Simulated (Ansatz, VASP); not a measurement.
Co: VASP beside Ansatz

```
Co
1.0
    -1.34491    1.34491    1.34491
     1.34491   -1.34491    1.34491
     1.34491    1.34491   -1.34491
Co
1
Direct
  0.00000 0.00000 0.00000
```

Alike in both runs: task single point; functional PBEsol; k mesh 18 × 18 × 18; occupations fermi-dirac, width 0.05 eV; collinear spin.

|  | VASP | Ansatz |
| --- | --- | --- |
| version | VASP 6.6.1 | Ansatz 0.2.0 |
| potentials or method | VASP PAW PBE potentials, release 64 (Co), cutoff 520 eV | plane waves (420 eV) with PAW, scalar-relativistic |
| valence electrons in the cell | 9 | 17 |

|  | VASP | Ansatz | Ansatz less VASP |
| --- | --- | --- | --- |
| pressure (GPa) | 22.7 | 24.3 | +1.53 |
| net moment per atom (μB) | 1.65 | 1.66 | +0.010 |
| size of the moment on the site where the two differ most (μB) | 1.65 | 1.70 | +0.058 |

VASP's potentials were made for PBE, not for PBEsol, and Ansatz warns of the same on its side. Site moments also hang on the region over which each program counts them. VASP's potentials hold 9 valence electrons a cell and Ansatz's 17, so a difference there can come from the potentials and not from the codes.
